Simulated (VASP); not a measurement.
## CoSi3Ir: relaxation of cell and atoms with PBE

CoSi3Ir:

```xyz
5
Lattice="4.0940 0.0000 0.0000 0.0000 4.0940 0.0000 0.0000 0.0000 4.0940" Properties=species:S:1:pos:R:3 pbc="T T T"
Co    2.0470    2.0470    2.0470
Si    2.0470    2.0470    0.0000
Si    0.0000    2.0470    2.0470
Si    2.0470    0.0000    2.0470
Ir    0.0000    0.0000    0.0000
```

```
Program                : VASP 6.6.1
Task                   : relaxation of cell and atoms
Functional             : PBE
Potentials or basis    : VASP PAW PBE potentials, release 64 (Co, Si, Ir)
Cutoff                 : 600 eV
k mesh                 : 4 × 4 × 4
Occupations            : gaussian, width 0.1 eV
Spin                   : collinear spin, ferromagnetic start
Starting moments       : [3.0, 0.0, 0.0, 0.0, 0.0] μB
Dipole correction      : no
Further INCAR settings : ALGO = Normal; EDIFF = 1e-07; IBRION = 2; EDIFFG = -0.04; NSW = 90; ISIF = 3
```

```yaml
Relaxed_volume: 15.34 Å³/atom
Relaxed_cell: a = 4.249 Å, b = 4.249 Å, c = 4.249 Å, α = 90.00°, β = 90.00°, γ = 90.00°
Space_group_after_relaxing_to_0.05_Å: Pm-3m (No. 221)
Energy_gained_by_relaxing: 85.0 meV/atom
Ionic_steps: 3
Pressure_after_relaxing: -0.3 GPa
Band_gap_on_the_k_mesh: zero (filled and empty bands overlap)
Net_moment: 0.00 μB per cell
Valence_electrons_inside_the_program's_atomic_spheres: Co 9.24; Si 1.55; Ir 7.98
```

Step by step:
```
step  energy change (eV)  largest force (eV/Å)  pressure (GPa)  volume (Å³)
   1              0.0000                0.0000           18.99        68.62
   2             -0.0231                0.0000          -12.09        86.08
   3             -0.4252                0.0000           -0.27        76.71
```

Final structure:
```
Co Si Ir
1.0
     4.24895    0.00000    0.00000
     0.00000    4.24895    0.00000
     0.00000    0.00000    4.24895
Co Si Ir
1 3 1
Direct
  0.50000 0.50000 0.50000
  0.50000 0.50000 0.00000
  0.00000 0.50000 0.50000
  0.50000 0.00000 0.50000
  0.00000 0.00000 0.00000
```

Levels at points of the mesh, in eV from the Fermi level:
Spin up:
```csv
k point,band 13,band 14,band 15,band 16,band 17,band 18
"(0.00, 0.00, 0.00)",-1.29,-1.29,-0.92,1.19,1.19,2.04
"(0.50, 0.00, 0.00)",-0.23,0.00,0.00,0.04,0.90,0.99
"(0.50, 0.50, 0.00)",-1.10,-1.08,-1.06,0.33,0.33,2.18
"(0.50, 0.50, 0.50)",-0.79,-0.79,-0.79,-0.25,-0.25,-0.25
```
Spin down:
```
           k point  band 11  band 12  band 13  band 14  band 15  band 16  band 17  band 18  band 19  band 20
(0.00, 0.00, 0.00)    -2.30    -1.29    -1.29    -1.29    -0.92     1.19     1.19     2.04     2.04     2.04
(0.50, 0.00, 0.00)    -1.52    -1.49    -0.23     0.00     0.00     0.04     0.90     0.99     0.99     3.19
(0.50, 0.50, 0.00)    -1.38    -1.38    -1.10    -1.08    -1.06     0.33     0.33     2.18     3.66     3.66
(0.50, 0.50, 0.50)    -0.99    -0.99    -0.79    -0.79    -0.79    -0.25    -0.25    -0.25     5.99     5.99
```

Run time: 87 s on 1 thread of Intel Xeon 6975P-C, on a shared host, peak memory 0.27 GiB.

Caveat: the k points lie up to 0.37 Å⁻¹ apart in the final cell; the starting moments collapsed, and a magnetic state may lie lower; spin-orbit coupling is left out, which moves the levels of the heavy elements.
